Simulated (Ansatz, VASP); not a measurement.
## Two plane-wave programs on In5P3

```
CELL_PARAMETERS angstrom
5.63811 0.00000 0.00000
0.00000 5.63811 0.00000
0.00000 0.00000 5.63811
ATOMIC_POSITIONS crystal
In 0.00000 0.00000 0.00000
In 0.50000 0.50000 0.50000
In 0.00000 0.50000 0.50000
In 0.50000 0.00000 0.50000
In 0.50000 0.50000 0.00000
P 0.50000 0.00000 0.00000
P 0.00000 0.50000 0.00000
P 0.00000 0.00000 0.50000
```

Alike in both runs: task relaxation of cell and atoms; functional PBE; k mesh 4 × 4 × 4; occupations gaussian, width 0.1 eV; no spin polarisation.

```csv
,VASP,Ansatz
version,VASP 6.6.1,Ansatz 0.2.0
potentials or method,"VASP PAW PBE potentials, release 64 (In_d, P), cutoff 600 eV","scalar-relativistic, plane waves, PAW"
valence electrons in the cell,80,80
```

|  | VASP | Ansatz | Ansatz less VASP |
| --- | --- | --- | --- |
| gap on the k mesh at the Fermi level, each at its own relaxed structure (eV) | none | none | - |
| relaxed volume (Å³/atom) | 23.48 | 23.56 | +0.088 |
| relaxed cell length with the largest relative difference (Å) | 5.727 | 5.734 | +0.0072 |

A gap of «none» marks a metal or a gap that the smearing closes.
